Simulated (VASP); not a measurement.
# SiO2 (I-42d) in VASP: notebook

SiO2 is run at these levels: PBE; tasks: single point.

Program: VASP 6.6.1. These are calculated values, not measurements. Logs are shortened: lines on timing, memory, paths and dates and some standing lists are left out, and cuts for length are marked.

## 1. The cell of the first run

It takes space group I-42d (No. 122, tetragonal). Conventional cell: a = 4.742 Å, b = 4.742 Å, c = 7.300 Å, α = 90.00°, β = 90.00°, γ = 90.00°. Within 2.2 Å of Si (site symmetry -4) lie 4 O at 1.62 Å. Within 2.2 Å of O (site symmetry 2) lie 2 Si at 1.62 Å.

## 2. Single point, PBE (volume scaled by 0.88, then relaxed in part)

File INCAR:

```
  PREC = Accurate
  ENCUT = 520
  EDIFF = 1E-7
  ISMEAR = 0
  SIGMA = 0.02
  LREAL = False
  LASPH = True
  NELM = 60
  ALGO = Normal
  ISIF = 2
  LWAVE = False
  LCHARG = False
  GGA = PE
  NBANDS = 25
```

File KPOINTS:

```
Automatic mesh
0
Gamma
  6 6 6
```

File POSCAR:

```
SiO2
1.0
   -2.3708332382      2.3708332382      3.6499457947
    2.3708332382     -2.3708332382      3.6499457947
    2.3708332382      2.3708332382     -3.6499457947
Si O
2 4
Direct
    0.0000000000      0.0000000000      0.0000000000
    0.7500000000      0.2500000000      0.5000000000
    1.0086018248      0.6250000000      0.8836018248
    0.3750000000      0.2586018248      0.3836018248
    0.7413981752      0.1250000000      0.1163981752
    0.8750000000     -0.0086018248      0.6163981752
```

Potentials or basis: VASP PAW PBE potentials, release 64 (Si, O).

Launch:

```bash
$ cat potpaw_PBE.64/Si/POTCAR potpaw_PBE.64/O/POTCAR > POTCAR
$ mpirun -np 1 vasp_std > vasp.out
```

OUTCAR:

```text
PREC = Accurate
   ENCUT = 520
   EDIFF = 1E-7
   ISMEAR = 0
   LREAL = False
   LASPH = True
   NELM = 60
   ISIF = 2
   GGA = PE

 ion  position               nearest neighbor table
   1  0.000  0.000  0.000-   4 1.62   5 1.62   6 1.62   3 1.62   2 2.99   2 2.99   2 2.99   2 2.99

   2  0.750  0.250  0.500-   3 1.62   5 1.62   6 1.62   4 1.62   1 2.99   1 2.99   1 2.99   1 2.99

   3  0.009  0.625  0.884-   2 1.62   1 1.62
   4  0.375  0.259  0.384-   1 1.62   2 1.62
   5  0.741  0.125  0.116-   1 1.62   2 1.62
   6  0.875  0.991  0.616-   1 1.62   2 1.62

  LATTYP: Found a body centered tetragonal cell.
 ALAT       =     4.7416664764
 C/A-ratio  =     1.5395202564

  Lattice vectors:

 A1 = (  -2.3708332382,   2.3708332382,   3.6499457947)
 A2 = (   2.3708332382,  -2.3708332382,   3.6499457947)
 A3 = (   2.3708332382,   2.3708332382,  -3.6499457947)

Analysis of symmetry for initial positions (statically):
=====================================================================
 Subroutine PRICEL returns:
 Original cell was already a primitive cell.

 Routine SETGRP: Setting up the symmetry group for a
 body centered tetragonal supercell.

 Subroutine GETGRP returns: Found  8 space group operations
 (whereof  4 operations were pure point group operations)
 out of a pool of 16 trial point group operations.

The static configuration has the point symmetry S_4 .
 The point group associated with its full space group is D_2d.

Analysis of symmetry for dynamics (positions and initial velocities):
=====================================================================
 Subroutine PRICEL returns:
 Original cell was already a primitive cell.

 Routine SETGRP: Setting up the symmetry group for a
 body centered tetragonal supercell.

 Subroutine GETGRP returns: Found  8 space group operations
 (whereof  4 operations were pure point group operations)
 out of a pool of 16 trial point group operations.

The dynamic configuration has the point symmetry S_4 .
 The point group associated with its full space group is D_2d.

 Subroutine INISYM returns: Found  8 space group operations
 (whereof  4 operations are pure point group operations),
 and found     1 'primitive' translations

----------------------------------------------------------------------------------------

                                     Primitive cell

  volume of cell :      82.0632

  direct lattice vectors                    reciprocal lattice vectors
    -2.370833238  2.370833238  3.649945795     0.000000000  0.210896318  0.136988336
     2.370833238 -2.370833238  3.649945795     0.210896318  0.000000000  0.136988336
     2.370833238  2.370833238 -3.649945795     0.210896318  0.210896318  0.000000000

  length of vectors
     4.956188535  4.956188535  4.956188535     0.251481731  0.251481731  0.298252433

  position of ions in fractional coordinates (direct lattice)
     0.000000000  0.000000000  0.000000000
     0.750000000  0.250000000  0.500000000
     0.008601825  0.625000000  0.883601825
     0.375000000  0.258601825  0.383601825
     0.741398175  0.125000000  0.116398175
     0.875000000  0.991398175  0.616398175

  ion indices of the primitive-cell ions
   primitive index   ion index
                 1           1
                 2           2
                 3           3
                 4           4
                 5           5
                 6           6

----------------------------------------------------------------------------------------

 KPOINTS: Automatic mesh

Automatic generation of k-mesh.
 Grid dimensions read from file:
 generate k-points for:    6    6    6

 Generating k-lattice:

  Cartesian coordinates                     Fractional coordinates (reciprocal lattice)
     0.000000000  0.035149386  0.022831389     0.166666667  0.000000000 -0.000000000
     0.035149386  0.000000000  0.022831389     0.000000000  0.166666667 -0.000000000
     0.035149386  0.035149386  0.000000000     0.000000000  0.000000000  0.166666667

  Length of vectors
     0.041913622  0.041913622  0.049708739

  Shift w.r.t. Gamma in fractional coordinates (k-lattice)
     0.000000000  0.000000000  0.000000000

 Subroutine IBZKPT returns following result:
 ===========================================

 Found     30 irreducible k-points:

 Following reciprocal coordinates:
            Coordinates               Weight
  0.000000  0.000000  0.000000      1.000000
  0.166667 -0.000000  0.000000      8.000000
  0.333333  0.000000 -0.000000      8.000000
  0.500000  0.000000  0.000000      4.000000
  0.166667  0.166667  0.000000      8.000000
  0.333333  0.166667 -0.000000     16.000000
[... 16 lines left out ...]
 -0.333333 -0.333333  0.166667      8.000000
 -0.166667 -0.333333  0.166667      8.000000
 [... further k-points ...]
   k-points           NKPTS =     30   k-points in BZ     NKDIM =     30   number of bands    NBANDS=     25
   number of dos      NEDOS =    301   number of ions     NIONS =      6
   total plane-waves  NPLWV =  64000
   dimension x,y,z NGX =    40 NGY =   40 NGZ =   40
   dimension x,y,z NGXF=    80 NGYF=   80 NGZF=   80
   ions per type =               2   4
   NGX,Y,Z   is equivalent  to a cutoff of  13.42, 13.42, 13.42 a.u.
   NGXF,Y,Z  is equivalent  to a cutoff of  26.83, 26.83, 26.83 a.u.
 SYSTEM =  unknown system
   PREC   = accura    normal or accurate (medium, high low for compatibility)
   ISTART =      0    job   : 0-new  1-cont  2-samecut
   ICHARG =      2    charge: 1-file 2-atom 10-const
   ISPIN  =      1    spin polarized calculation?
   LNONCOLLINEAR =      F non collinear calculations
   LSORBIT =      F    spin-orbit coupling
   LASPH  =      T    aspherical Exc in radial PAW
   ENCUT  =  520.0 eV  38.22 Ry    6.18 a.u.   9.22  9.22  9.22*2*pi/ulx,y,z
   NELM   =     60;   NELMIN=  2; NELMDL= -5     # of ELM steps
   EDIFF  = 0.1E-06   stopping-criterion for ELM
   LREAL  =      F    real-space projection
   EDIFFG = 0.1E-05   stopping-criterion for IOM
   NSW    =      0    number of steps for IOM
   IBRION =     -1    ionic relax: 0-MD 1-quasi-New 2-CG
   NFREE  =      0    steps in history (QN), initial steepest desc. (CG)
   ISIF   =      2    stress and relaxation
   ISYM   =      2    0-nonsym 1-usesym 2-fastsym
   POTIM  = 0.5000    time-step for ionic-motion
   TEBEG  =    0.0;   TEEND  =   0.0 temperature during run
   PSTRESS=    0.0 pullay stress
   NELECT =      32.0000    total number of electrons
   NUPDOWN=      -1.0000    fix difference up-down
   EMIN   =  10.00;   EMAX   =-10.00  energy-range for DOS
   EFERMI =   0.00;   METHOD = LEGACY
   ISMEAR =     0;   SIGMA  =   0.02  broadening in eV -4-tet -1-fermi 0-gaus
   EFERMI_NEDOS =   21; number of points for ismear=-14 and -15
   IALGO  =     38    algorithm
   IMIX   =      4    mixing-type and parameters
     AMIX     =   0.40;   BMIX     =  1.00
     AMIX_MAG =   1.60;   BMIX_MAG =  1.00
  volume/ion in A,a.u.               =      13.68        92.30
  Fermi-wavevector in a.u.,A,eV,Ry     =   1.196030  2.260169 19.462963  1.430487
  Thomas-Fermi vector in A             =   2.331980
   LORBIT       =      0    0 simple, 1 ext, 2 COOP (PROOUT), +10 PAW based schemes
   GGA     = PE    functional components
   LHFCALC =     F    Hartree Fock is set to
   AEXX    =    0.0000 exact exchange contribution
   IVDW    =     0    specifies the selected vdW correction
   LEPSILON=     F    determine dielectric tensor
   LRPA    =     F    only Hartree local field effects (RPA)
 non-spin polarized calculation
 Gauss-broadening in eV      SIGMA  =   0.02
  energy-cutoff  :      520.00
  volume of cell :       82.06
 maximum number of plane-waves:      2229
 NGX is ok and might be reduce to    40
   NGX = 19   NGY = 19   NGZ = 19

 number of electron      31.9999996 magnetization

 Free energy of the ion-electron system (eV)
  ---------------------------------------------------
  ext. energy  EPLUGINS =         0.00000000
  ---------------------------------------------------
  free energy    TOTEN  =       -47.35380620 eV

  energy without entropy =      -47.35380620  energy(sigma->0) =      -47.35380620

 E-fermi :   0.1020     XC(G=0):  -8.7180

 val. band max:       -0.0133596487   @ k =   0.0000   0.0000   0.0000
 cond. band min:       6.1471465022   @ k =   0.0000   0.0000   0.0000
 fundamental gap:      6.1605061508
 Fermi energy:         0.1020387800

 k-point     1 :       0.0000    0.0000    0.0000
  band No.  band energies     occupation
      1     -19.0426      2.00000
      2     -16.9228      2.00000
      3     -16.9228      2.00000
      4     -16.8322      2.00000
      5      -8.5428      2.00000
      6      -5.1818      2.00000
[... 17 lines left out ...]
     24      13.9199      0.00000
     25      14.2959      0.00000

 k-point     2 :       0.1667   -0.0000    0.0000
  band No.  band energies     occupation
      1     -18.9532      2.00000
      2     -17.0415      2.00000
      3     -16.9304      2.00000
      4     -16.8612      2.00000
      5      -8.3581      2.00000
      6      -5.2482      2.00000
[... 17 lines left out ...]
     24      13.5432      0.00000
     25      14.0482      0.00000

 k-point     3 :       0.3333    0.0000   -0.0000
  band No.  band energies     occupation
      1     -18.7268      2.00000
      2     -17.3609      2.00000
      3     -16.9417      2.00000
      4     -16.8861      2.00000
      5      -7.9361      2.00000
      6      -5.4692      2.00000
[... 552 lines left out ...]
 k-point    23 :      -0.3333   -0.3333    0.1667
  band No.  band energies     occupation
      1     -18.5140      2.00000
      2     -17.5980      2.00000
      3     -16.9615      2.00000
      4     -16.9378      2.00000
      5      -7.4493      2.00000
      6      -5.7973      2.00000
[... 17 lines left out ...]
     24      13.4794      0.00000
     25      14.1196      0.00000

 k-point    24 :      -0.1667   -0.3333    0.1667
  band No.  band energies     occupation
      1     -18.7336      2.00000
      2     -17.3198      2.00000
      3     -16.9443      2.00000
      4     -16.9280      2.00000
      5      -7.8717      2.00000
      6      -5.3915      2.00000
[... 17 lines left out ...]
     24      13.6612      0.00000
     25      14.0900      0.00000

 [... further k-points ...]

------------------------ aborting loop because EDIFF is reached ----------------------------------------

  FORCE on cell =-STRESS in cart. coord.  units (eV):
  Direction    XX          YY          ZZ          XY          YZ          ZX
  --------------------------------------------------------------------------------------
  -------------------------------------------------------------------------------------
  Total        1.9058958      1.9058958      1.9971544      0.0000000      0.0000000      0.0000000
  in kB       37.2101415     37.2101415     38.9918470      0.0000000      0.0000000      0.0000000
  external PRESSURE =      37.8040434 kB  Pullay stress =       0.0000000 kB

 VOLUME and BASIS-vectors are now :
 -----------------------------------------------------------------------------
  energy-cutoff  :      520.00
  volume of cell :       82.06
      direct lattice vectors                 reciprocal lattice vectors
    -2.370833238  2.370833238  3.649945795     0.000000000  0.210896318  0.136988336
     2.370833238 -2.370833238  3.649945795     0.210896318  0.000000000  0.136988336
     2.370833238  2.370833238 -3.649945795     0.210896318  0.210896318  0.000000000

 POSITION                                       TOTAL-FORCE (eV/Angst)
 -----------------------------------------------------------------------------------
      0.00000      0.00000      0.00000        -0.000000     -0.000000      0.000000
     -0.00000      2.37083      1.82497        -0.000000     -0.000000     -0.000000
      3.55625      0.63350     -0.91249         0.000000      0.004553     -0.000000
      0.63350      1.18542      0.91249         0.004553     -0.000000     -0.000000
     -1.18542      1.73734      2.73746        -0.000000     -0.004553      0.000000
      1.73734      1.18542      4.56243        -0.004553     -0.000000      0.000000
 -----------------------------------------------------------------------------------
    total drift:                                0.000002      0.000002      0.000002

  FREE ENERGIE OF THE ION-ELECTRON SYSTEM (eV)
  ---------------------------------------------------
  free  energy   TOTEN  =       -47.3538061998 eV

  energy  without entropy=      -47.3538061998  energy(sigma->0) =      -47.35380620
```

Run time: 29 s. Hardware: 1 thread of Intel Xeon 6975P-C (Granite Rapids), shared host; peak memory 0.24 GiB.

What came out:

| Quantity | Value |
| --- | --- |
| Free energy | -47.3538 eV |
| Pressure | 3.8 GPa |
| Largest force | 0.005 eV/Å |
| Band gap on the k mesh | 6.16 eV, direct |

Forces in eV/Å, atoms in the order of the input:
```
Si   0.000  0.000  0.000
Si   0.000  0.000  0.000
O    0.000  0.005  0.000
O    0.005  0.000  0.000
O    0.000 -0.005  0.000
O   -0.005  0.000  0.000
```

Stress tensor (GPa, compression positive):
```
3.72 0.00 0.00
0.00 3.72 0.00
0.00 0.00 3.90
```

Levels at points of the mesh, in eV from the valence-band top:
```csv
k point,band 14,band 15,band 16,band 17,band 18,band 19
"(0.00, 0.00, 0.00)",-1.09,0.00,0.00,6.16,8.71,11.64
"(0.50, 0.00, 0.00)",-0.61,-0.20,-0.15,8.53,9.49,10.18
"(0.50, 0.50, 0.00)",-0.61,-0.15,-0.15,9.71,9.71,10.30
"(0.50, 0.50, 0.50)",-1.44,-0.06,-0.06,9.23,9.23,9.59
```

Caveat: the cell differs from its parent crystal (volume scaled by 0.88, then relaxed in part). A k mesh can miss the band edges.

## 3. Single point, PBE

This run uses another cell than the first one, of 14.07 Å³/atom, 1.029 times its volume.

File INCAR:

```
SYSTEM = SiO2
PREC = Accurate
ENCUT = 520
EDIFF = 1E-6
ISMEAR = 0
SIGMA = 0.1
LREAL = .FALSE.
LASPH = .TRUE.
NELM = 80
ALGO = Normal
ISIF = 2
LWAVE = .FALSE.
LCHARG = .FALSE.
GGA = PE
NBANDS = 25
```

File KPOINTS:

```
regular mesh
0
G
  6 6 6
  0 0 0
```

File POSCAR:

```
SiO2
1.0
   -2.3740499000      2.3740499000      3.7439999600
    2.3740499000     -2.3740499000      3.7439999600
    2.3740499000      2.3740499000     -3.7439999600
Si O
2 4
Direct
    0.0000000000      0.0000000000      0.0000000000
    0.7500000000      0.2500000000      0.5000000000
    0.9983800100      0.6250000000      0.8733800100
    0.3750000000      0.2483800100      0.3733800100
    0.7516199900      0.1250000000      0.1266199900
    0.8750000000      0.0016199900      0.6266199900
```

Potentials or basis: VASP PAW PBE potentials, release 64 (Si, O).

Launch:

```bash
$ cat potpaw_PBE.64/Si/POTCAR potpaw_PBE.64/O/POTCAR > POTCAR
$ mpirun -np 1 vasp_std > vasp.out
```

Wall time 31 s (1 thread of Intel Xeon 6975P-C (Granite Rapids), shared host); peak memory 0.24 GiB.

Results (log left out):

```yaml
Free_energy: -47.3909 eV
Pressure: 3.7 GPa
Largest_force: 0.133 eV/Å
Band_gap_on_the_k_mesh: 6.04 eV, direct
```

Forces in eV/Å, atoms in the order of the input:
```
Si   0.000  0.000  0.000
Si   0.000  0.000  0.000
O    0.000  0.133  0.000
O    0.133  0.000  0.000
O    0.000 -0.133  0.000
O   -0.133  0.000  0.000
```

Stress tensor (GPa, compression positive):
```
4.32 0.00 0.00
0.00 4.32 0.00
0.00 0.00 2.44
```

Levels at points of the mesh, in eV from the valence-band top:
```
           k point  band 14  band 15  band 16  band 17  band 18  band 19
(0.00, 0.00, 0.00)    -1.03     0.00     0.00     6.04     8.71    11.33
(0.50, 0.00, 0.00)    -0.68    -0.28    -0.18     8.39     9.25    10.08
(0.50, 0.50, 0.00)    -0.74    -0.24    -0.24     9.49     9.49    10.16
(0.50, 0.50, 0.50)    -1.49    -0.11    -0.11     9.05     9.05     9.72
```
